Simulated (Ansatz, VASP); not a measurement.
**SiO in VASP and in Ansatz**

```
Si O
1.0
     2.80697    0.00000    0.00000
     0.00000    2.80697    0.00000
     0.00000    0.00000    2.80697
Si O
1 1
Direct
  0.00000 0.00000 0.00000
  0.50000 0.50000 0.50000
```

Alike in both runs: functional revPBE; k mesh 9 × 9 × 9; occupations fermi-dirac, width 0.05 eV; no spin polarisation.

|  | VASP | Ansatz |
| --- | --- | --- |
| version | VASP 6.6.1 | Ansatz 0.2.0 |
| potentials or method | VASP PAW PBE potentials, release 64 (Si, O) | Ansatz PAW |
| plane-wave cutoff (eV) | 520 | 420 |
| valence electrons in the cell | 10 | 10 |
| task | single point | band structure |

Ansatz gave:

```
gap on the k mesh at the Fermi level (eV) : none
pressure (GPa)                            : 2.1
```

**Question.** Estimate VASP's values.

**Answer.** gap on the k mesh at the Fermi level (eV): none; pressure (GPa): 1.9.

VASP's potentials were made for PBE, not for revPBE. A gap of «none» marks a metal or a gap that the smearing closes.
